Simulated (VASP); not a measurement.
Input of a VASP 6.6.1 run:

INCAR

```
PREC = Accurate ; ENCUT = 500
EDIFF = 1E-7 ; ISMEAR = 0
SIGMA = 0.02 ; LREAL = F
LASPH = T ; NELM = 120
ALGO = Normal ; ISIF = 3
LWAVE = F ; LCHARG = F
GGA = PE ; IBRION = 2
NSW = 80 ; EDIFFG = -0.02
GGA_COMPAT = F ; NELMIN = 4
```

File KPOINTS:

```
Automatic mesh
0
Gamma
  5 5 5
```

Contents of POSCAR:

```
ZnSe
1.0
    0.0000000000      2.8338000000      2.8338000000
    2.8338000000      0.0000000000      2.8338000000
    2.8338000000      2.8338000000      0.0000000000
Zn Se
1 1
Direct
    0.0000000000      0.0000000000      0.0000000000
    0.2500000000      0.2500000000      0.2500000000
```

Potentials or basis: VASP PAW PBE potentials, release 64 (Zn, Se).

The run is started by

```console
$ cat potpaw_PBE.64/Zn/POTCAR potpaw_PBE.64/Se/POTCAR > POTCAR
$ mpirun -np 1 vasp_std > vasp.out
```

(1) Predict the relaxed volume.

(2) What does it give for the relaxed cell?

(3) Predict the band gap on the k mesh.

(4) Estimate the space group after relaxing (to 0.05 Å).

Answers

(1) 23.66 Å³/atom.

(2) a = 4.060 Å, b = 4.060 Å, c = 4.060 Å, α = 60.00°, β = 60.00°, γ = 60.00°.

(3) 1.13 eV, direct.

(4) F-43m (No. 216).
